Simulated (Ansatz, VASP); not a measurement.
## Two plane-wave programs on VO2

INCAR

```
  PREC = Accurate
  ENCUT = 600
  EDIFF = 1E-6
  ISMEAR = 0
  SIGMA = 0.02
  LREAL = F
  LASPH = T
  NELM = 120
  ALGO = Normal
  ISIF = 2
  LWAVE = F
  LCHARG = F
  GGA = PE
  NBANDS = 34
  GGA_COMPAT = F
```

KPOINTS

```
Automatic mesh
0
Gamma
  5 5 8
```

File POSCAR:

```
VO2
1.0
    4.5300000000      0.0000000000      0.0000000000
    0.0000000000      4.5300000000      0.0000000000
    0.0000000000      0.0000000000      2.8690000000
V O
2 4
Direct
    0.0000000000      0.0000000000      0.0000000000
    0.5000000000      0.5000000000      0.5000000000
    0.3050000000      0.3050000000      0.0000000000
    0.1950000000      0.8050000000      0.5000000000
    0.6950000000      0.6950000000      0.0000000000
    0.8050000000      0.1950000000      0.5000000000
```

Input for Ansatz:

```yaml
crystal:
  lattice:
    - [4.53, 0.0, 0.0]
    - [0.0, 4.53, 0.0]
    - [0.0, 0.0, 2.869]
  atoms:
    - { symbol: V, position: [0.0, 0.0, 0.0] }
    - { symbol: V, position: [0.5, 0.5, 0.5] }
    - { symbol: O, position: [0.305, 0.305, 0.0] }
    - { symbol: O, position: [0.195, 0.805, 0.5] }
    - { symbol: O, position: [0.695, 0.695, 0.0] }
    - { symbol: O, position: [0.805, 0.195, 0.5] }
hamiltonian:
  xc: pbe
  pseudopotentials: { kind: paw }
basis:
  ecutwfc: 420
kpoints:
  mp_grid: { grid: [5, 5, 8] }
scf:
  occupations: { method: gaussian, width: 0.02 }
  lower_state_search: "off"
output:
  forces: true
  stress: true
```

Alike in both runs: task single point; functional PBE; k mesh 5 × 5 × 8; occupations gaussian, width 0.02 eV; no spin polarisation.

|  | VASP | Ansatz |
| --- | --- | --- |
| version | VASP 6.6.1 | Ansatz 0.2.0 |
| potentials or method | VASP PAW PBE potentials, release 64 (V_sv, O), cutoff 600 eV | PAW, plane waves, scalar-relativistic |
| valence electrons in the cell | 50 | 50 |

Ansatz gave:

| Property | Result |
| --- | --- |
| pressure (GPa) | 2.1 |
| traceless stress, the component that is largest in VASP (GPa) | -5.84 |
| rms of the force components (eV/Å) | 0.257 |

Which values does VASP return?

Pressure (GPa): 2.8; traceless stress, the component that is largest in VASP (GPa): -5.48; rms of the force components (eV/Å): 0.273.

Atom by atom the forces differ by 0.016 eV/Å (rms over components).
